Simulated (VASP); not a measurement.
# As2Se (I4_1/amd) in VASP: a series of runs

As2Se is run at these levels: PBE; tasks: single point.

All numbers are computed with VASP 6.6.1; they aren't measurements. Logs are shortened: lines on timing, memory, paths and dates and some standing lists are left out, and cuts for length are marked.

### Step 1. The cell of the first run

The structure is tetragonal, space group I4_1/amd (No. 141). Conventional cell: a = 6.859 Å, b = 6.859 Å, c = 5.625 Å, α = 90.00°, β = 90.00°, γ = 90.00°. As (site symmetry 2/m) has 2 Se at 2.72 Å and 6 As at 2.80 to 3.43 Å within 3.6 Å. Within 4.0 Å of Se (site symmetry -4m2) lie 16 As at 2.72 to 3.91 Å and 4 Se at 3.71 Å.

### Step 2. Single point, PBE

Contents of INCAR:

```
PREC = Accurate ; ENCUT = 520
EDIFF = 1E-6 ; ISMEAR = 0
SIGMA = 0.15 ; LREAL = F
LASPH = T ; NELM = 80
ALGO = Normal ; ISIF = 2
LWAVE = F ; LCHARG = F
GGA = PE ; NBANDS = 25
```

Contents of KPOINTS:

```
Automatic mesh
0
Gamma
  12 12 12
```

Contents of POSCAR:

```
As2Se
1.0
   -3.4292937829      3.4292937829      2.8126538478
    3.4292937829     -3.4292937829      2.8126538478
    3.4292937829      3.4292937829     -2.8126538478
As Se
4 2
Direct
    0.8750000000      0.1250000000      0.7500000000
    0.3750000000      0.1250000000      0.2500000000
    0.8750000000      0.6250000000      0.7500000000
    0.8750000000      0.1250000000      0.2500000000
    0.5000000000      0.5000000000      0.0000000000
    0.2500000000      0.7500000000      0.5000000000
```

Potentials or basis: VASP PAW PBE potentials, release 64 (As, Se).

Command:

```bash
cat potpaw_PBE.64/As/POTCAR potpaw_PBE.64/Se/POTCAR > POTCAR
mpirun -np 1 vasp_std > vasp.out
```

OUTCAR:

```text
PREC = Accurate
   ENCUT = 520
   EDIFF = 1E-6
   ISMEAR = 0
   LREAL = F
   LASPH = T
   NELM = 80
   ISIF = 2
   GGA = PE

 ion  position               nearest neighbor table
   1  0.875  0.125  0.750-   5 2.72   6 2.72   4 2.80   4 2.80   3 2.80   3 2.80
   2  0.375  0.125  0.250-   5 2.72   6 2.72   3 2.80   4 2.80   4 2.80   3 2.80
   3  0.875  0.625  0.750-   5 2.72   6 2.72   1 2.80   2 2.80   1 2.80   2 2.80
   4  0.875  0.125  0.250-   6 2.72   5 2.72   2 2.80   1 2.80   1 2.80   2 2.80
   5  0.500  0.500  0.000-   4 2.72   2 2.72   3 2.72   1 2.72
   6  0.250  0.750  0.500-   1 2.72   2 2.72   3 2.72   4 2.72

  LATTYP: Found a body centered tetragonal cell.
 ALAT       =     6.8585875658
 C/A-ratio  =     0.8201845703

  Lattice vectors:

 A1 = (  -3.4292937829,   3.4292937829,   2.8126538478)
 A2 = (   3.4292937829,  -3.4292937829,   2.8126538478)
 A3 = (   3.4292937829,   3.4292937829,  -2.8126538478)

Analysis of symmetry for initial positions (statically):
=====================================================================
 Subroutine PRICEL returns:
 Original cell was already a primitive cell.

 Routine SETGRP: Setting up the symmetry group for a
 body centered tetragonal supercell.

 Subroutine GETGRP returns: Found 16 space group operations
 (whereof  8 operations were pure point group operations)
 out of a pool of 16 trial point group operations.

The static configuration has the point symmetry D_2d.
 The point group associated with its full space group is D_4h.

Analysis of symmetry for dynamics (positions and initial velocities):
=====================================================================
 Subroutine PRICEL returns:
 Original cell was already a primitive cell.

 Routine SETGRP: Setting up the symmetry group for a
 body centered tetragonal supercell.

 Subroutine GETGRP returns: Found 16 space group operations
 (whereof  8 operations were pure point group operations)
 out of a pool of 16 trial point group operations.

The dynamic configuration has the point symmetry D_2d.
 The point group associated with its full space group is D_4h.

 Subroutine INISYM returns: Found 16 space group operations
 (whereof  8 operations are pure point group operations),
 and found     1 'primitive' translations

----------------------------------------------------------------------------------------

                                     Primitive cell
[... 101 lines left out ...]
   EDIFFG = 0.1E-04   stopping-criterion for IOM
   NSW    =      0    number of steps for IOM
   IBRION =     -1    ionic relax: 0-MD 1-quasi-New 2-CG
   NFREE  =      0    steps in history (QN), initial steepest desc. (CG)
   ISIF   =      2    stress and relaxation
   ISYM   =      2    0-nonsym 1-usesym 2-fastsym
   POTIM  = 0.5000    time-step for ionic-motion
   TEBEG  =    0.0;   TEEND  =   0.0 temperature during run
   PSTRESS=    0.0 pullay stress
   NELECT =      32.0000    total number of electrons
   NUPDOWN=      -1.0000    fix difference up-down
   EMIN   =  10.00;   EMAX   =-10.00  energy-range for DOS
   EFERMI =   0.00;   METHOD = LEGACY
   ISMEAR =     0;   SIGMA  =   0.15  broadening in eV -4-tet -1-fermi 0-gaus
   EFERMI_NEDOS =   21; number of points for ismear=-14 and -15
   IALGO  =     38    algorithm
   IMIX   =      4    mixing-type and parameters
     AMIX     =   0.40;   BMIX     =  1.00
     AMIX_MAG =   1.60;   BMIX_MAG =  1.00
  volume/ion in A,a.u.               =      22.05       148.81
  Fermi-wavevector in a.u.,A,eV,Ry     =   1.019991  1.927503 14.155247  1.040381
  Thomas-Fermi vector in A             =   2.153535
   LORBIT       =      0    0 simple, 1 ext, 2 COOP (PROOUT), +10 PAW based schemes
   GGA     = PE    functional components
   LHFCALC =     F    Hartree Fock is set to
   AEXX    =    0.0000 exact exchange contribution
   IVDW    =     0    specifies the selected vdW correction
   LEPSILON=     F    determine dielectric tensor
   LRPA    =     F    only Hartree local field effects (RPA)
 non-spin polarized calculation
 Gauss-broadening in eV      SIGMA  =   0.15
  energy-cutoff  :      520.00
  volume of cell :      132.31
 maximum number of plane-waves:      3615
 NGX is ok and might be reduce to    42
   NGX = 21   NGY = 21   NGZ = 21

 number of electron      32.0000002 magnetization

 Free energy of the ion-electron system (eV)
  ---------------------------------------------------
  ext. energy  EPLUGINS =         0.00000000
  ---------------------------------------------------
  free energy    TOTEN  =       -25.08645817 eV

  energy without entropy =      -25.06177275  energy(sigma->0) =      -25.07411546

 E-fermi :   4.6895     XC(G=0):  -9.9643

 val. band max:        4.6831554056   @ k =  -0.4167   0.5000   0.3333
 cond. band min:       4.6921477162   @ k =  -0.2500   0.2500   0.0000
 fundamental gap:      0.0089923106
 Fermi energy:         4.6895341468

 k-point     1 :       0.0000    0.0000    0.0000
  band No.  band energies     occupation
      1     -10.1840      2.00000
      2      -7.9063      2.00000
      3      -5.9847      2.00000
      4      -5.5112      2.00000
      5      -5.5112      2.00000
      6      -3.9181      2.00000
[... 661 lines left out ...]
     24       9.8939      0.00000
     25      10.5500      0.00000

 [... further k-points ...]

------------------------ aborting loop because EDIFF is reached ----------------------------------------

  FORCE on cell =-STRESS in cart. coord.  units (eV):
  Direction    XX          YY          ZZ          XY          YZ          ZX
  --------------------------------------------------------------------------------------
  -------------------------------------------------------------------------------------
  Total        0.7359338      0.7359338     -4.6000971      0.0000000      0.0000000      0.0000000
  in kB        8.9117637      8.9117637    -55.7047100      0.0000000      0.0000000      0.0000000
  external PRESSURE =     -12.6270609 kB  Pullay stress =       0.0000000 kB

 VOLUME and BASIS-vectors are now :
 -----------------------------------------------------------------------------
  energy-cutoff  :      520.00
  volume of cell :      132.31
      direct lattice vectors                 reciprocal lattice vectors
    -3.429293783  3.429293783  2.812653848     0.000000000  0.145802615  0.177768054
     3.429293783 -3.429293783  2.812653848     0.145802615  0.000000000  0.177768054
     3.429293783  3.429293783 -2.812653848     0.145802615  0.145802615  0.000000000

 POSITION                                       TOTAL-FORCE (eV/Angst)
 -----------------------------------------------------------------------------------
      0.00000      5.14394      0.70316        -0.000000     -0.000000     -0.000000
      0.00000      1.71465      0.70316        -0.000000     -0.000000     -0.000000
      1.71465      3.42929      2.10949        -0.000000     -0.000000     -0.000000
     -1.71465      3.42929      2.10949        -0.000000     -0.000000     -0.000000
      0.00000      0.00000      2.81265        -0.000000     -0.000000     -0.000000
      3.42929      0.00000      1.40633         0.000000      0.000000      0.000000
 -----------------------------------------------------------------------------------
    total drift:                               -0.000000      0.000000     -0.000000

  FREE ENERGIE OF THE ION-ELECTRON SYSTEM (eV)
  ---------------------------------------------------
  free  energy   TOTEN  =       -25.0864581688 eV

  energy  without entropy=      -25.0617727534  energy(sigma->0) =      -25.07411546
```

It took 4.5 min on 1 thread of Intel Xeon 6975P-C (Granite Rapids), shared host; peak memory 0.58 GiB.

Results:

- Free energy: -25.0865 eV
- Pressure: -1.3 GPa
- Band gap on the k mesh: zero (bands 16 and 17 overlap by 0.64 eV)

Levels at points of the mesh, in eV from the Fermi level:
```csv
k point,band 13,band 14,band 15,band 16,band 17,band 18,band 19,band 20
"(0.00, 0.00, 0.00)",-2.75,-2.26,-2.26,-0.78,1.80,3.09,3.09,3.95
"(0.50, 0.00, 0.00)",-1.69,-0.99,-0.30,-0.29,-0.02,0.05,1.40,2.12
"(0.50, 0.50, 0.00)",-1.30,-1.30,-1.08,-1.08,0.03,0.03,1.88,1.88
"(0.50, 0.50, 0.50)",-0.67,-0.67,0.09,0.09,0.56,0.56,0.74,0.74
```

### Step 3. Single point, PBE

Contents of INCAR:

```
ALGO     = Normal         # electronic algorithm
EDIFF    = 1E-7           # SCF threshold, eV
ENCUT    = 520            # plane-wave cutoff, eV
GGA      = PE             # functional
ISIF     = 2              # what is computed and relaxed
ISMEAR   = 0              # smearing method
LASPH    = T              # aspherical terms in the spheres
LCHARG   = T              # write CHGCAR
LELF     = T              # ELF
LREAL    = F              # projectors in reciprocal space
LVHAR    = T            
LWAVE    = F              # write WAVECAR
NBANDS   = 25             # bands
NELM     = 100            # most SCF steps
PREC     = Accurate       # precision mode
SIGMA    = 0.15           # smearing width, eV
```

Contents of KPOINTS:

```
k-points
0
Gamma
  12 12 12
```

POSCAR, as its differences from that of step 2:

```diff
@@ -2,5 +2,5 @@
 1.0
-   -3.4292937829      3.4292937829      2.8126538478
-    3.4292937829     -3.4292937829      2.8126538478
-    3.4292937829      3.4292937829     -2.8126538478
+   -3.5884908469      3.5884908469      2.5686325731
+    3.5884908469     -3.5884908469      2.5686325731
+    3.5884908469      3.5884908469     -2.5686325731
 As Se
```

Potentials or basis: VASP PAW PBE potentials, release 64 (As, Se).

Command:

```bash
cat potpaw_PBE.64/As/POTCAR potpaw_PBE.64/Se/POTCAR > POTCAR
mpirun -np 1 vasp_std > vasp.out
```

Wall time 4.4 min (1 thread of Intel Xeon 6975P-C (Granite Rapids), shared host); peak memory 0.57 GiB.

The run converged. Its results:

- Free energy: -25.2069 eV
- Pressure: 0.9 GPa
- Band gap on the k mesh: zero (bands 16 and 17 overlap by 0.70 eV)

Stress tensor (GPa, compression positive):
```
-0.35  0.00  0.00
 0.00 -0.35  0.00
 0.00  0.00  3.29
```

Levels at points of the mesh, in eV from the Fermi level:
```
           k point  band 12  band 13  band 14  band 15  band 16  band 17  band 18  band 19  band 20  band 21
(0.00, 0.00, 0.00)    -3.15    -3.15    -2.59    -2.59    -1.27     2.47     2.96     2.96     3.26     3.70
(0.50, 0.00, 0.00)    -2.23    -1.83    -1.66    -0.62     0.13     0.19     0.68     1.45     2.89     3.10
(0.50, 0.50, 0.00)    -2.31    -1.35    -1.35    -1.20    -1.20    -0.11    -0.11     1.80     1.80     3.63
(0.50, 0.50, 0.50)    -2.37    -0.71    -0.71    -0.52    -0.52     0.06     0.06     0.25     0.25     2.58
```
